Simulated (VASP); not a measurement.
# AlNi3 (I4mm) in VASP: single point with PBEsol

Aim: the single point of AlNi3 with PBEsol.

All numbers are computed with VASP 6.6.1; they aren't measurements. Logs are shortened: lines on timing, memory, paths and dates and some standing lists are left out, and cuts for length are marked.

## Step 1: The cell of the first run

Symmetry: I4mm, No. 107, tetragonal system. The conventional cell has a = 3.958 Å, b = 3.958 Å, c = 5.597 Å, α = 90.00°, β = 90.00°, γ = 90.00°. Within 3.2 Å of Al (site symmetry 4mm) lie 14 Ni at 2.42 to 2.85 Å. Within 3.2 Å of Ni (site symmetry 2mm) lie 10 Ni at 2.39 to 2.80 Å and 4 Al at 2.42 Å. Ni (site symmetry 4mm) has 8 Ni at 2.39 to 2.45 Å and 6 Al at 2.74 to 2.85 Å within 3.2 Å.

## Step 2: Single point, PBEsol (atoms displaced along a vibrational mode)

File INCAR:

```
PREC = Accurate ; ENCUT = 520
EDIFF = 1E-7 ; ISMEAR = 0
SIGMA = 0.15 ; LREAL = F
LASPH = T ; NELM = 100
ALGO = Fast ; ISIF = 2
LWAVE = F ; LCHARG = F
GGA = PS ; NBANDS = 24
```

File KPOINTS:

```
Automatic mesh
0
Gamma
  14 14 14
```

File POSCAR:

```
AlNi3
1.0
    0.0000000000      2.7984078593      2.7984078593
    2.7984078593      0.0000000000      2.7984078593
    2.7984078593      2.7984078593      0.0000000000
Al Ni
1 3
Direct
    0.5030511274      0.4969488726      0.4969488726
    0.2526488129      0.2473511871      0.2473511871
   -0.0067002385      0.0067002385      0.0067002385
    0.7526488129      0.7473511871      0.7473511871
```

Potentials or basis: VASP PAW PBE potentials, release 64 (Al, Ni).

The run is started by

```console
$ cat potpaw_PBE.64/Al/POTCAR potpaw_PBE.64/Ni/POTCAR > POTCAR
$ mpirun -np 1 vasp_std > vasp.out
```

OUTCAR:

```text
PREC = Accurate
   ENCUT = 520
   EDIFF = 1E-7
   ISMEAR = 0
   LREAL = F
   LASPH = T
   NELM = 100
   ISIF = 2
   GGA = PS

 ion  position               nearest neighbor table
   1  0.503  0.497  0.497-   2 2.42   2 2.42   4 2.42   4 2.42   4 2.42   2 2.42   2 2.42   4 2.42
                             3 2.74   3 2.80   3 2.80   3 2.80   3 2.80   3 2.85
   2  0.253  0.247  0.247-   3 2.39   3 2.39   1 2.42   1 2.42   1 2.42   1 2.42   3 2.45   3 2.45
                             4 2.80   4 2.80   4 2.80   4 2.80   4 2.80   4 2.80
   3  0.993  0.007  0.007-   4 2.39   4 2.39   2 2.39   2 2.39   4 2.45   2 2.45   2 2.45   4 2.45
                             1 2.74   1 2.80   1 2.80   1 2.80   1 2.80   1 2.85
   4  0.753  0.747  0.747-   3 2.39   3 2.39   1 2.42   1 2.42   1 2.42   1 2.42   3 2.45   3 2.45
                             2 2.80   2 2.80   2 2.80   2 2.80   2 2.80   2 2.80

  LATTYP: Found a face centered cubic cell.
 ALAT       =     5.5968157186

  Lattice vectors:

 A1 = (   0.0000000000,   2.7984078593,   2.7984078593)
 A2 = (   2.7984078593,   0.0000000000,   2.7984078593)
 A3 = (   2.7984078593,   2.7984078593,   0.0000000000)

Analysis of symmetry for initial positions (statically):
=====================================================================
 Subroutine PRICEL returns:
 Original cell was already a primitive cell.

 Routine SETGRP: Setting up the symmetry group for a
 face centered cubic supercell.

 Subroutine GETGRP returns: Found  8 space group operations
 (whereof  8 operations were pure point group operations)
 out of a pool of 48 trial point group operations.

The static configuration has the point symmetry C_4v.

Analysis of symmetry for dynamics (positions and initial velocities):
=====================================================================
 Subroutine PRICEL returns:
 Original cell was already a primitive cell.

 Routine SETGRP: Setting up the symmetry group for a
 face centered cubic supercell.

 Subroutine GETGRP returns: Found  8 space group operations
 (whereof  8 operations were pure point group operations)
 out of a pool of 48 trial point group operations.

The dynamic configuration has the point symmetry C_4v.

 Subroutine INISYM returns: Found  8 space group operations
 (whereof  8 operations are pure point group operations),
 and found     1 'primitive' translations

----------------------------------------------------------------------------------------

                                     Primitive cell

  volume of cell :      43.8291

  direct lattice vectors                    reciprocal lattice vectors
     0.000000000  2.798407859  2.798407859    -0.178673026  0.178673026  0.178673026
     2.798407859  0.000000000  2.798407859     0.178673026 -0.178673026  0.178673026
     2.798407859  2.798407859  0.000000000     0.178673026  0.178673026 -0.178673026

  length of vectors
     3.957546348  3.957546348  3.957546348     0.309470759  0.309470759  0.309470759

  position of ions in fractional coordinates (direct lattice)
     0.503051127  0.496948873  0.496948873
     0.252648813  0.247351187  0.247351187
     0.993299761  0.006700239  0.006700239
     0.752648813  0.747351187  0.747351187

  ion indices of the primitive-cell ions
   primitive index   ion index
                 1           1
                 2           2
                 3           3
                 4           4

----------------------------------------------------------------------------------------

 KPOINTS: Automatic mesh

Automatic generation of k-mesh.
 Grid dimensions read from file:
 generate k-points for:   14   14   14

 Generating k-lattice:

  Cartesian coordinates                     Fractional coordinates (reciprocal lattice)
    -0.012762359  0.012762359  0.012762359     0.071428571  0.000000000  0.000000000
     0.012762359 -0.012762359  0.012762359     0.000000000  0.071428571  0.000000000
     0.012762359  0.012762359 -0.012762359     0.000000000  0.000000000  0.071428571

  Length of vectors
     0.022105054  0.022105054  0.022105054

  Shift w.r.t. Gamma in fractional coordinates (k-lattice)
     0.000000000  0.000000000  0.000000000

 Subroutine IBZKPT returns following result:
 ===========================================

 Found    244 irreducible k-points:

 Following reciprocal coordinates:
            Coordinates               Weight
  0.000000  0.000000  0.000000      1.000000
  0.071429  0.000000  0.000000      8.000000
  0.142857  0.000000  0.000000      8.000000
  0.214286  0.000000  0.000000      8.000000
  0.285714  0.000000  0.000000      8.000000
  0.357143  0.000000  0.000000      8.000000
[... 16 lines left out ...]
 -0.428571  0.071429  0.000000     16.000000
  0.000000 -0.428571  0.071429      8.000000
 [... further k-points ...]
   k-points           NKPTS =    244   k-points in BZ     NKDIM =    244   number of bands    NBANDS=     24
   number of dos      NEDOS =    301   number of ions     NIONS =      4
   total plane-waves  NPLWV =  27000
   dimension x,y,z NGX =    30 NGY =   30 NGZ =   30
   dimension x,y,z NGXF=    60 NGYF=   60 NGZF=   60
   ions per type =               1   3
   NGX,Y,Z   is equivalent  to a cutoff of  12.60, 12.60, 12.60 a.u.
   NGXF,Y,Z  is equivalent  to a cutoff of  25.20, 25.20, 25.20 a.u.
 SYSTEM =  unknown system
   PREC   = accura    normal or accurate (medium, high low for compatibility)
   ISTART =      0    job   : 0-new  1-cont  2-samecut
   ICHARG =      2    charge: 1-file 2-atom 10-const
   ISPIN  =      1    spin polarized calculation?
   LNONCOLLINEAR =      F non collinear calculations
   LSORBIT =      F    spin-orbit coupling
   LASPH  =      T    aspherical Exc in radial PAW
   ENCUT  =  520.0 eV  38.22 Ry    6.18 a.u.   7.36  7.36  7.36*2*pi/ulx,y,z
   NELM   =    100;   NELMIN=  2; NELMDL= -5     # of ELM steps
   EDIFF  = 0.1E-06   stopping-criterion for ELM
   LREAL  =      F    real-space projection
   EDIFFG = 0.1E-05   stopping-criterion for IOM
   NSW    =      0    number of steps for IOM
   IBRION =     -1    ionic relax: 0-MD 1-quasi-New 2-CG
   NFREE  =      0    steps in history (QN), initial steepest desc. (CG)
   ISIF   =      2    stress and relaxation
   ISYM   =      2    0-nonsym 1-usesym 2-fastsym
   POTIM  = 0.5000    time-step for ionic-motion
   TEBEG  =    0.0;   TEEND  =   0.0 temperature during run
   PSTRESS=    0.0 pullay stress
   NELECT =      33.0000    total number of electrons
   NUPDOWN=      -1.0000    fix difference up-down
   EMIN   =  10.00;   EMAX   =-10.00  energy-range for DOS
   EFERMI =   0.00;   METHOD = LEGACY
   ISMEAR =     0;   SIGMA  =   0.15  broadening in eV -4-tet -1-fermi 0-gaus
   EFERMI_NEDOS =   21; number of points for ismear=-14 and -15
   IALGO  =     68    algorithm
   IMIX   =      4    mixing-type and parameters
     AMIX     =   0.40;   BMIX     =  1.00
     AMIX_MAG =   1.60;   BMIX_MAG =  1.00
  volume/ion in A,a.u.               =      10.96        73.94
  Fermi-wavevector in a.u.,A,eV,Ry     =   1.489333  2.814431 30.179255  2.218113
  Thomas-Fermi vector in A             =   2.602255
   LORBIT       =      0    0 simple, 1 ext, 2 COOP (PROOUT), +10 PAW based schemes
   GGA     = PS    functional components
   LHFCALC =     F    Hartree Fock is set to
   AEXX    =    0.0000 exact exchange contribution
   IVDW    =     0    specifies the selected vdW correction
   LEPSILON=     F    determine dielectric tensor
   LRPA    =     F    only Hartree local field effects (RPA)
 non-spin polarized calculation
 RMM-DIIS sequential band-by-band and
 Gauss-broadening in eV      SIGMA  =   0.15
  energy-cutoff  :      520.00
  volume of cell :       43.83
 maximum number of plane-waves:      1243
 NGX is ok and might be reduce to    30
   NGX = 15   NGY = 15   NGZ = 15

 number of electron      33.0000003 magnetization

 Free energy of the ion-electron system (eV)
  ---------------------------------------------------
  ext. energy  EPLUGINS =         0.00000000
  ---------------------------------------------------
  free energy    TOTEN  =       -24.07263529 eV

  energy without entropy =      -24.04128135  energy(sigma->0) =      -24.05695832

 E-fermi :   9.8561     XC(G=0): -12.9830

 val. band max:        9.8548526605   @ k =   0.0000  -0.4286   0.4286
 cond. band min:       9.8670835642   @ k =   0.0000   0.4286   0.4286
 fundamental gap:      0.0122309037
 Fermi energy:         9.8561082091

 k-point     1 :       0.0000    0.0000    0.0000
  band No.  band energies     occupation
      1      -0.3782      2.00000
      2       6.2084      2.00000
      3       6.2208      2.00000
      4       6.3540      2.00000
      5       6.3540      2.00000
      6       6.3720      2.00000
[... 16 lines left out ...]
     23      17.0655      0.00000
     24      18.5809      0.00000

 k-point     2 :       0.0714    0.0000    0.0000
  band No.  band energies     occupation
      1      -0.3019      2.00000
      2       6.1776      2.00000
      3       6.1853      2.00000
      4       6.3157      2.00000
      5       6.4308      2.00000
      6       6.4406      2.00000
[... 16 lines left out ...]
     23      17.4344      0.00000
     24      18.3853      0.00000

 k-point     3 :       0.1429    0.0000    0.0000
  band No.  band energies     occupation
      1      -0.0745      2.00000
      2       6.1396      2.00000
      3       6.1557      2.00000
      4       6.2019      2.00000
      5       6.5788      2.00000
      6       6.5841      2.00000
[... 16 lines left out ...]
     23      17.8544      0.00000
     24      18.2147      0.00000
[... 514 lines left out ...]
 k-point    23 :      -0.4286    0.0714    0.0000
  band No.  band energies     occupation
      1       2.4750      2.00000
      2       3.7594      2.00000
      3       6.2561      2.00000
      4       6.3154      2.00000
      5       6.9695      2.00000
      6       7.1320      2.00000
[... 16 lines left out ...]
     23      18.3924      0.00000
     24      21.1644      0.00000

 k-point    24 :       0.0000   -0.4286    0.0714
  band No.  band energies     occupation
      1       2.4751      2.00000
      2       3.7593      2.00000
      3       6.2581      2.00000
      4       6.3139      2.00000
      5       6.9686      2.00000
      6       7.1390      2.00000
[... 16 lines left out ...]
     23      18.3919      0.00000
     24      21.1650      0.00000

 [... further k-points ...]

------------------------ aborting loop because EDIFF is reached ----------------------------------------

  FORCE on cell =-STRESS in cart. coord.  units (eV):
  Direction    XX          YY          ZZ          XY          YZ          ZX
  --------------------------------------------------------------------------------------
  -------------------------------------------------------------------------------------
  Total        0.0714901      0.0899783      0.0899783      0.0000000      0.0000000      0.0000000
  in kB        2.6133269      3.2891643      3.2891643      0.0000000      0.0000000      0.0000000
  external PRESSURE =       3.0638852 kB  Pullay stress =       0.0000000 kB

 VOLUME and BASIS-vectors are now :
 -----------------------------------------------------------------------------
  energy-cutoff  :      520.00
  volume of cell :       43.83
      direct lattice vectors                 reciprocal lattice vectors
     0.000000000  2.798407859  2.798407859    -0.178673026  0.178673026  0.178673026
     2.798407859  0.000000000  2.798407859     0.178673026 -0.178673026  0.178673026
     2.798407859  2.798407859  0.000000000     0.178673026  0.178673026 -0.178673026

 POSITION                                       TOTAL-FORCE (eV/Angst)
 -----------------------------------------------------------------------------------
      2.78133      2.79841      2.79841         0.101570      0.000000      0.000000
      1.38438      1.39920      1.39920         0.189487      0.000000      0.000000
      0.03750      2.79841      2.79841        -0.480545      0.000000      0.000000
      4.18279      4.19761      4.19761         0.189487      0.000000      0.000000
 -----------------------------------------------------------------------------------
    total drift:                                0.000218     -0.000000     -0.000001

  FREE ENERGIE OF THE ION-ELECTRON SYSTEM (eV)
  ---------------------------------------------------
  free  energy   TOTEN  =       -24.0726352890 eV

  energy  without entropy=      -24.0412813510  energy(sigma->0) =      -24.05695832
```

Run time: 4 min. Hardware: 1 thread of Intel Xeon Platinum 8488C (Sapphire Rapids), shared host; peak memory 0.33 GiB.

What came out:

```
Free energy            : -24.0726 eV
Pressure               : 0.3 GPa
Largest force          : 0.481 eV/Å
Band gap on the k mesh : zero (an odd number of electrons rules out a gap without spin polarisation)
```

Forces on the atoms (eV/Å):
```
Al   0.102  0.000  0.000
Ni   0.189  0.000  0.000
Ni  -0.481  0.000  0.000
Ni   0.189  0.000  0.000
```

Caveat: the cell differs from its parent crystal (atoms displaced along a vibrational mode); the PAW data sets were made with another functional, which shifts forces and pressure a little.
